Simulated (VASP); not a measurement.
Input of a VASP 6.6.1 run:

The input INCAR:

```
SYSTEM = BN
ALGO = Normal
EDIFF = 1E-7
ENCUT = 520
GGA = PS
ISIF = 2
ISMEAR = -1
LASPH = .TRUE.
LCHARG = .TRUE.
LELF = .TRUE.
LREAL = Auto
LVHAR = .TRUE.
LWAVE = .FALSE.
NBANDS = 66
NELM = 100
PREC = Accurate
SIGMA = 0.069
```

Contents of KPOINTS:

```
k-points
0
G
  4 2 2
  0 0 0
```

POSCAR

```
BN
1.0
    5.0011652085      0.0000000000      0.0000000000
   -3.7508739063      6.4967041786      0.0000000000
    0.0000000000      0.0000000000      6.5236361402
B N
12 12
Direct
    0.1571272683      0.2236607917      0.2339747293
    0.3739630097      0.1166263661      0.7580905639
    0.1499624749      0.5585162723      0.2590021828
    0.3227391367      0.4282396002      0.7504117175
    0.1708249399      0.8927577492      0.2820945191
    0.3540342041      0.7817353015      0.7576271720
    0.6525629689      0.2201202272      0.2499412850
    0.8573939270      0.1019780156      0.7679894912
    0.6574539567      0.5642577989      0.2348558330
    0.8591223278      0.4481789412      0.7500671244
    0.6684496366      0.8927066464      0.2669086630
    0.8403672964      0.7732354532      0.7452244263
    0.1808923198      0.2114055007      0.7593213192
    0.3217366586      0.1114452775      0.2642981557
    0.1903671217      0.5636599573      0.7087570338
    0.3140365095      0.4492460977      0.2107603751
    0.1893695041      0.8903069681      0.7483860067
    0.3318327538      0.7868194179      0.2551627596
    0.6808200548      0.2146077398      0.7424606302
    0.8135687349      0.1024674945      0.2381803593
    0.6587294878      0.5430918360      0.7318228512
    0.8237316229      0.4563024448      0.2602890418
    0.6896808224      0.8822487283      0.7551156892
    0.8231178388      0.7774474351      0.2825943937
```

Potentials or basis: VASP PAW PBE potentials, release 64 (B, N).

Run with:

```console
$ cat potpaw_PBE.64/B/POTCAR potpaw_PBE.64/N/POTCAR > POTCAR
$ mpirun -np 1 vasp_std > vasp.out
```

Predict the largest force.

5.859 eV/Å.

Estimate the band gap on the k mesh.

3.78 eV, indirect (least direct gap 4.15 eV).

Estimate the pressure.

1.2 GPa.

Stress tensor (GPa, compression positive):
```
 2.61 -0.58 -1.10
-0.58  1.01  0.00
-1.10  0.00 -0.15
```

Caveat: the k points lie up to 0.48 Å⁻¹ apart; the PAW data sets were made with another functional, which shifts forces and pressure a little. A hybrid or GW would open this gap; PBEsol tends to underestimate it.
